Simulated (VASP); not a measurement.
Input of a VASP 6.6.1 run:

INCAR

```
  ALGO = Normal
  EDIFF = 1E-6
  ENCUT = 500
  GGA = PE
  GGA_COMPAT = False
  ISIF = 2
  ISMEAR = 0
  LASPH = True
  LCHARG = False
  LDAU = True
  LDAUJ = 0 0
  LDAUL = 2 -1
  LDAUPRINT = 1
  LDAUTYPE = 2
  LDAUU = 4.2 0
  LMAXMIX = 4
  LREAL = False
  LWAVE = False
  NBANDS = 16
  NELM = 200
  PREC = Accurate
  SIGMA = 0.1
```

File KPOINTS:

```
k-points
0
Gamma
  6 6 4
```

The input POSCAR:

```
NbTe
1.0
    3.7029743866      0.0000000000      0.0000000000
   -1.8514871933      3.2068698884      0.0000000000
    0.0000000000      0.0000000000      3.6942110000
Nb Te
1 1
Direct
    0.0000000000      0.0000000000      0.5000000000
    0.6666666667      0.3333333333      0.0000000000
```

Potentials or basis: VASP PAW PBE potentials, release 64 (Nb_sv, Te).

The run is started by

```sh
$ cat potpaw_PBE.64/Nb_sv/POTCAR potpaw_PBE.64/Te/POTCAR > POTCAR
$ mpirun -np 1 vasp_std > vasp.out
```

(1) Predict the pressure.

## Answers

(1) 2.6 GPa.

Caveat: the k points lie up to 0.43 Å⁻¹ apart; U without spin polarisation on a metal has little footing; the U is typed as a test and isn't derived for this compound.
